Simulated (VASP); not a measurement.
# Ag (I4/mmm) in VASP: notebook

Runs on Ag. Level: r2SCAN. Tasks: single point.

All numbers are computed with VASP 6.6.1; they aren't measurements. Logs are shortened: lines on timing, memory, paths and dates and some standing lists are left out, and cuts for length are marked.

**1. The cell of the first run**

It takes space group I4/mmm (No. 139, tetragonal). The conventional cell has a = 3.336 Å, b = 3.336 Å, c = 3.066 Å, α = 90.00°, β = 90.00°, γ = 90.00°. Within 3.7 Å of Ag (site symmetry 4/mmm) lie 14 Ag at 2.81 to 3.34 Å.

**2. Single point, r2SCAN**

POSCAR

```
Ag
1.0
    0.0000000000      2.3585866620      1.5330813303
    2.3585866620      0.0000000000      1.5330813303
    2.3585866620      2.3585866620      0.0000000000
Ag
1
Direct
    0.0000000000      0.0000000000      0.0000000000
```

INCAR.step1

```
  ALGO = Normal
  EDIFF = 1E-4
  ENCUT = 520
  GGA = PE
  ISMEAR = 0
  LASPH = True
  LCHARG = False
  LREAL = False
  LWAVE = True
  NBANDS = 12
  NELM = 100
  PREC = Accurate
  SIGMA = 0.15
```

INCAR.step2

```
  ALGO = Normal
  EDIFF = 1E-7
  ENCUT = 520
  ISIF = 2
  ISMEAR = 0
  ISTART = 1
  LASPH = True
  LCHARG = False
  LMIXTAU = True
  LREAL = False
  LWAVE = False
  METAGGA = R2SCAN
  NBANDS = 12
  NELM = 100
  PREC = Accurate
  SIGMA = 0.15
```

KPOINTS

```
k-points
0
Gamma
  22 22 22
```

Potentials or basis: VASP PAW PBE potentials, release 64 (Ag).

Run with:

```
> cat potpaw_PBE.64/Ag/POTCAR > POTCAR
> cp INCAR.step1 INCAR
> mpirun -np 1 vasp_std > vasp.out
> cp INCAR.step2 INCAR
> mpirun -np 1 vasp_std > vasp.out
```

OUTCAR:

```text
EDIFF = 1E-7
   ENCUT = 520
   ISIF = 2
   ISMEAR = 0
   ISTART = 1
   LASPH = True
   LREAL = False
   METAGGA = R2SCAN
   NELM = 100
   PREC = Accurate

 ion  position               nearest neighbor table
   1  0.000  0.000  0.000-

  LATTYP: Found a body centered tetragonal cell.
 ALAT       =     3.3355452454
 C/A-ratio  =     0.9192388155

  Lattice vectors:

 A1 = (   0.0000000000,  -2.3585866620,  -1.5330813303)
 A2 = (   0.0000000000,   2.3585866620,  -1.5330813303)
 A3 = (   2.3585866620,   0.0000000000,   1.5330813303)

Analysis of symmetry for initial positions (statically):
=====================================================================
 Subroutine PRICEL returns:
 Original cell was already a primitive cell.

 Routine SETGRP: Setting up the symmetry group for a
 body centered tetragonal supercell.

 Subroutine GETGRP returns: Found 16 space group operations
 (whereof 16 operations were pure point group operations)
 out of a pool of 16 trial point group operations.

The static configuration has the point symmetry D_4h.

Analysis of symmetry for dynamics (positions and initial velocities):
=====================================================================
 Subroutine PRICEL returns:
 Original cell was already a primitive cell.

 Routine SETGRP: Setting up the symmetry group for a
 body centered tetragonal supercell.

 Subroutine GETGRP returns: Found 16 space group operations
 (whereof 16 operations were pure point group operations)
 out of a pool of 16 trial point group operations.

The dynamic configuration has the point symmetry D_4h.

 Subroutine INISYM returns: Found 16 space group operations
 (whereof 16 operations are pure point group operations),
 and found     1 'primitive' translations

----------------------------------------------------------------------------------------

                                     Primitive cell

  volume of cell :      17.0569

  direct lattice vectors                    reciprocal lattice vectors
     0.000000000  2.358586662  1.533081330    -0.211991362  0.211991362  0.326140558
     2.358586662  0.000000000  1.533081330     0.211991362 -0.211991362  0.326140558
     2.358586662  2.358586662  0.000000000     0.211991362  0.211991362 -0.326140558

  length of vectors
     2.813053396  2.813053396  3.335545245     0.442999254  0.442999254  0.442999254

  position of ions in fractional coordinates (direct lattice)
     0.000000000  0.000000000  0.000000000

  ion indices of the primitive-cell ions
   primitive index   ion index
                 1           1

----------------------------------------------------------------------------------------

 KPOINTS: k-points

Automatic generation of k-mesh.
 Grid dimensions read from file:
 generate k-points for:   22   22   22

 Generating k-lattice:

  Cartesian coordinates                     Fractional coordinates (reciprocal lattice)
    -0.009635971  0.009635971  0.014824571     0.045454545  0.000000000  0.000000000
     0.009635971 -0.009635971  0.014824571     0.000000000  0.045454545  0.000000000
     0.009635971  0.009635971 -0.014824571     0.000000000  0.000000000  0.045454545

  Length of vectors
     0.020136330  0.020136330  0.020136330

  Shift w.r.t. Gamma in fractional coordinates (k-lattice)
     0.000000000  0.000000000  0.000000000

 Subroutine IBZKPT returns following result:
 ===========================================

 Found    834 irreducible k-points:

 Following reciprocal coordinates:
            Coordinates               Weight
  0.000000  0.000000  0.000000      1.000000
  0.045455 -0.000000  0.000000      8.000000
  0.090909 -0.000000  0.000000      8.000000
  0.136364  0.000000  0.000000      8.000000
  0.181818 -0.000000  0.000000      8.000000
  0.227273 -0.000000  0.000000      8.000000
[... 16 lines left out ...]
  0.500000  0.045455  0.000000      8.000000
 -0.454545  0.045455  0.000000      8.000000
 [... further k-points ...]
   k-points           NKPTS =    834   k-points in BZ     NKDIM =    834   number of bands    NBANDS=     12
   number of dos      NEDOS =    301   number of ions     NIONS =      1
   total plane-waves  NPLWV =  16128
   dimension x,y,z NGX =    24 NGY =   24 NGZ =   28
   dimension x,y,z NGXF=    48 NGYF=   48 NGZF=   56
   ions per type =               1
   NGX,Y,Z   is equivalent  to a cutoff of  14.18, 14.18, 13.96 a.u.
   NGXF,Y,Z  is equivalent  to a cutoff of  28.37, 28.37, 27.91 a.u.
 SYSTEM =  unknown system
   PREC   = accura    normal or accurate (medium, high low for compatibility)
   ISTART =      1    job   : 0-new  1-cont  2-samecut
   ICHARG =      0    charge: 1-file 2-atom 10-const
   ISPIN  =      1    spin polarized calculation?
   LNONCOLLINEAR =      F non collinear calculations
   LSORBIT =      F    spin-orbit coupling
   LASPH  =      T    aspherical Exc in radial PAW
   ENCUT  =  520.0 eV  38.22 Ry    6.18 a.u.   5.23  5.23  6.20*2*pi/ulx,y,z
   NELM   =    100;   NELMIN=  2; NELMDL=  0     # of ELM steps
   EDIFF  = 0.1E-06   stopping-criterion for ELM
   LREAL  =      F    real-space projection
   EDIFFG = 0.1E-05   stopping-criterion for IOM
   NSW    =      0    number of steps for IOM
   IBRION =     -1    ionic relax: 0-MD 1-quasi-New 2-CG
   NFREE  =      0    steps in history (QN), initial steepest desc. (CG)
   ISIF   =      2    stress and relaxation
   ISYM   =      2    0-nonsym 1-usesym 2-fastsym
   POTIM  = 0.5000    time-step for ionic-motion
   TEBEG  =    0.0;   TEEND  =   0.0 temperature during run
   PSTRESS=    0.0 pullay stress
   NELECT =      11.0000    total number of electrons
   NUPDOWN=      -1.0000    fix difference up-down
   EMIN   =  10.00;   EMAX   =-10.00  energy-range for DOS
   EFERMI =   0.00;   METHOD = LEGACY
   ISMEAR =     0;   SIGMA  =   0.15  broadening in eV -4-tet -1-fermi 0-gaus
   EFERMI_NEDOS =   21; number of points for ismear=-14 and -15
   IALGO  =     38    algorithm
   IMIX   =      4    mixing-type and parameters
     AMIX     =   0.40;   BMIX     =  1.00
     AMIX_MAG =   1.60;   BMIX_MAG =  1.00
  volume/ion in A,a.u.               =      17.06       115.11
  Fermi-wavevector in a.u.,A,eV,Ry     =   1.414402  2.672832 27.218893  2.000532
  Thomas-Fermi vector in A             =   2.535948
   LORBIT       =      0    0 simple, 1 ext, 2 COOP (PROOUT), +10 PAW based schemes
   METAGGA = R2SCAN    functional components
   LHFCALC =     F    Hartree Fock is set to
   AEXX    =    0.0000 exact exchange contribution
   IVDW    =     0    specifies the selected vdW correction
   LEPSILON=     F    determine dielectric tensor
   LRPA    =     F    only Hartree local field effects (RPA)
 non-spin polarized calculation
 Gauss-broadening in eV      SIGMA  =   0.15
  energy-cutoff  :      520.00
  volume of cell :       17.06
 maximum number of plane-waves:       472
 NGX is ok and might be reduce to    24
   NGX = 11   NGY = 11   NGZ = 13

 number of electron      11.0000000 magnetization

 Free energy of the ion-electron system (eV)
  ---------------------------------------------------
  ext. energy  EPLUGINS =         0.00000000
  ---------------------------------------------------
  free energy    TOTEN  =       -21.32380169 eV

  energy without entropy =      -21.32052874  energy(sigma->0) =      -21.32216521

 E-fermi :   8.4601     XC(G=0): -12.9635

 val. band max:        8.4435856322   @ k =  -0.3182   0.3182   0.0455
 cond. band min:       8.4705390901   @ k =  -0.0909   0.4545   0.4091
 fundamental gap:      0.0269534578
 Fermi energy:         8.4600716793

 k-point     1 :       0.0000    0.0000    0.0000
  band No.  band energies     occupation
      1       0.4790      2.00000
      2       2.9186      2.00000
      3       3.3370      2.00000
      4       3.3370      2.00000
      5       4.2426      2.00000
      6       4.7168      2.00000
      7      26.5674      0.00000
      8      26.5674      0.00000
      9      28.3203      0.00000
     10      32.9945      0.00000
     11      32.9945      0.00000
     12      33.3401      0.00000

 k-point     2 :       0.0455   -0.0000    0.0000
  band No.  band energies     occupation
      1       0.5525      2.00000
      2       2.9320      2.00000
      3       3.3361      2.00000
      4       3.3446      2.00000
      5       4.2470      2.00000
      6       4.6996      2.00000
      7      26.5188      0.00000
      8      26.6128      0.00000
      9      28.1297      0.00000
     10      32.0718      0.00000
     11      32.5206      0.00000
     12      33.1087      0.00000

 k-point     3 :       0.0909   -0.0000    0.0000
  band No.  band energies     occupation
      1       0.7677      2.00000
      2       2.9466      2.00000
      3       3.3332      2.00000
      4       3.3934      2.00000
      5       4.2624      2.00000
      6       4.6544      2.00000
      7      26.3083      0.00000
      8      26.7410      0.00000
      9      27.5074      0.00000
     10      31.1654      0.00000
     11      31.4744      0.00000
     12      32.1373      0.00000

 k-point     4 :       0.1364    0.0000    0.0000
  band No.  band energies     occupation
      1       1.1042      2.00000
      2       2.9146      2.00000
      3       3.3356      2.00000
      4       3.5314      2.00000
      5       4.2934      2.00000
      6       4.5975      2.00000
      7      25.6608      0.00000
      8      26.5666      0.00000
      9      26.9247      0.00000
     10      30.2392      0.00000
     11      30.5259      0.00000
     12      31.4174      0.00000

 k-point     5 :       0.1818   -0.0000    0.0000
  band No.  band energies     occupation
      1       1.5068      2.00000
      2       2.8315      2.00000
      3       3.3858      2.00000
      4       3.7620      2.00000
      5       4.3438      2.00000
      6       4.5477      2.00000
      7      24.2410      0.00000
      8      25.7387      0.00000
      9      27.0943      0.00000
     10      29.0117      0.00000
     11      29.9272      0.00000
     12      31.5037      0.00000
[... 228 lines left out ...]
      1       1.8045      2.00000
      2       2.3414      2.00000
      3       4.3122      2.00000
      4       4.8077      2.00000
      5       5.3104      2.00000
      6       7.3999      2.00000
      7      14.9458      0.00000
      8      22.2764      0.00000
      9      23.2804      0.00000
     10      28.8310      0.00000
     11      29.6783      0.00000
     12      32.9629      0.00000

 k-point    22 :       0.4545    0.0455    0.0000
  band No.  band energies     occupation
      1       1.7387      2.00000
      2       2.2961      2.00000
      3       4.3475      2.00000
      4       4.8189      2.00000
      5       5.4920      2.00000
      6       8.4072      1.38207
      7      13.6020      0.00000
      8      21.9950      0.00000
      9      22.8162      0.00000
     10      28.9294      0.00000
     11      29.8313      0.00000
     12      33.2358      0.00000

 k-point    23 :       0.5000    0.0455    0.0000
  band No.  band energies     occupation
      1       1.7174      2.00000
      2       2.2833      2.00000
      3       4.3841      2.00000
      4       4.7847      2.00000
      5       5.5593      2.00000
      6       8.8286      0.00051
      7      13.0844      0.00000
      8      21.8967      0.00000
      9      22.6279      0.00000
     10      28.9813      0.00000
     11      29.9227      0.00000
     12      33.5402      0.00000

 k-point    24 :      -0.4545    0.0455    0.0000
  band No.  band energies     occupation
      1       1.7445      2.00000
      2       2.3037      2.00000
      3       4.4182      2.00000
      4       4.7095      2.00000
      5       5.5026      2.00000
      6       8.2590      1.94206
      7      13.7958      0.00000
      8      21.9806      0.00000
      9      22.7219      0.00000
     10      28.9916      0.00000
     11      29.9362      0.00000
     12      33.9511      0.00000

 [... further k-points ...]

------------------------ aborting loop because EDIFF is reached ----------------------------------------

  FORCE on cell =-STRESS in cart. coord.  units (eV):
  Direction    XX          YY          ZZ          XY          YZ          ZX
  --------------------------------------------------------------------------------------
  -------------------------------------------------------------------------------------
  Total        0.2693096      0.2693096      0.2588643      0.0000000     -0.0000000      0.0000000
  in kB       25.2966833     25.2966833     24.3155399      0.0000000     -0.0000000      0.0000000
  external PRESSURE =      24.9696355 kB  Pullay stress =       0.0000000 kB

 VOLUME and BASIS-vectors are now :
 -----------------------------------------------------------------------------
  energy-cutoff  :      520.00
  volume of cell :       17.06
      direct lattice vectors                 reciprocal lattice vectors
     0.000000000  2.358586662  1.533081330    -0.211991362  0.211991362  0.326140558
     2.358586662  0.000000000  1.533081330     0.211991362 -0.211991362  0.326140558
     2.358586662  2.358586662  0.000000000     0.211991362  0.211991362 -0.326140558

 POSITION                                       TOTAL-FORCE (eV/Angst)
 -----------------------------------------------------------------------------------
      0.00000      0.00000      0.00000        -0.000000      0.000000      0.000000
 -----------------------------------------------------------------------------------
    total drift:                               -0.000000     -0.000000      0.000000

  FREE ENERGIE OF THE ION-ELECTRON SYSTEM (eV)
  ---------------------------------------------------
  free  energy   TOTEN  =       -21.3238016937 eV

  energy  without entropy=      -21.3205287357  energy(sigma->0) =      -21.32216521
```

Run time: 8.4 min. Hardware: 1 thread of Intel Xeon 6975P-C, shared host; peak memory 0.29 GiB.

What came out:

```yaml
Free_energy: -21.3238 eV
Pressure: 2.5 GPa
```

Stress tensor (GPa, compression positive):
```
2.53 0.00 0.00
0.00 2.53 0.00
0.00 0.00 2.43
```

Caveat: the PAW data sets were made with another functional, which shifts forces and pressure a little.

(Part 1 of 2 ends here.)
